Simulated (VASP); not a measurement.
# Cu2IBr: single point with LDA+U

Crystal: Cu2IBr.

```
I Br Cu
1.0
     1.96853    1.13653    6.38762
    -1.96853    1.13653    6.38762
     0.00000   -2.27306    6.38762
I Br Cu
1 1 2
Direct
  0.00000 0.00000 0.00000
  0.50000 0.50000 0.50000
  0.24903 0.24903 0.24903
  0.75097 0.75097 0.75097
```

* Program: VASP 6.6.1
* Task: single point
* Functional: LDA
* Potentials or basis: VASP PAW LDA potentials, release 64 (I, Br, Cu)
* Cutoff: 520 eV
* k mesh: 8 × 8 × 8
* Occupations: fermi-dirac, width 0.05 eV
* Spin: no spin polarisation
* Hubbard terms: Cu d U = 4.0 eV

```yaml
Pressure: -5.1 GPa
Largest_force: 0.025 eV/Å
Band_gap_on_the_k_mesh: 0.37 eV (least direct gap 0.49 eV)
```

Forces in eV/Å, atoms in the order of the input:
```
I    0.000  0.000  0.000
Br   0.000  0.000  0.000
Cu   0.000  0.000 -0.025
Cu   0.000  0.000  0.025
```

Stress tensor (GPa, compression positive):
```
-5.06  0.00  0.00
 0.00 -5.06  0.00
 0.00  0.00 -5.29
```

Levels at points of the mesh, in eV from the valence-band top:
| k point | band 16 | band 17 | band 18 | band 19 | band 20 | band 21 |
| --- | --- | --- | --- | --- | --- | --- |
| (0.00, 0.00, 0.00) | -1.69 | 0.00 | 0.00 | 0.91 | 3.45 | 5.46 |
| (0.50, 0.00, 0.00) | -1.49 | -1.39 | -1.00 | 2.17 | 2.74 | 5.45 |
| (0.50, 0.50, 0.00) | -2.03 | -0.16 | -0.12 | 0.37 | 3.32 | 5.23 |
| (0.50, 0.50, 0.50) | -1.13 | -0.29 | -0.29 | 2.98 | 3.53 | 6.06 |

Eigenvalues of the final occupation matrices:
```
    site  spin  trace               eigenvalues
site 3 d     1   4.76  0.95 0.95 0.95 0.96 0.96
site 3 d     2   4.76  0.95 0.95 0.95 0.96 0.96
site 4 d     1   4.76  0.95 0.95 0.95 0.96 0.96
site 4 d     2   4.76  0.95 0.95 0.95 0.96 0.96
```

Wall time 9 min on 1 thread of Intel Xeon 8259CL, on a shared host, peak memory 0.38 GiB.

Caveat: the cell stands under tension; semilocal functionals underestimate gaps, and a narrow one can read as zero; spin-orbit coupling is left out, which moves the levels of the heavy elements. A k mesh can miss the band edges.
